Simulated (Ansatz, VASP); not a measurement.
**One calculation of SnTe, two programs**

```xyz
2
Lattice="0.0000 3.1495 3.1921 3.1495 0.0000 3.1921 3.1495 3.1495 0.0000" Properties=species:S:1:pos:R:3 pbc="T T T"
Sn    0.0000    0.0000    0.0000
Te    3.1495    3.1495    3.1921
```

Change from the starting cell: epitaxial_xy strain -1.2%.

Alike in both runs: task single point; functional r2SCAN; k mesh 8 × 8 × 8; occupations fermi-dirac, width 0.02 eV; no spin polarisation.

```csv
,VASP,Ansatz
version,VASP 6.6.1,Ansatz 0.2.0
potentials or method,"VASP PAW PBE potentials, release 64 (Sn_d, Te)","plane waves, PAW"
plane-wave cutoff (eV),520,500
valence electrons in the cell,20,30
```

```csv
,VASP,Ansatz,Ansatz less VASP
pressure (GPa),1.0,1.0,-0.01
"traceless stress, the component that is largest in VASP (GPa)",-1.15,-1.15,+0.003
```

VASP's potentials were made for PBE, not for r2SCAN. VASP's potentials hold 20 valence electrons a cell and Ansatz's 30, so a difference there can come from the potentials and not from the codes.

Spin-orbit coupling is off throughout.
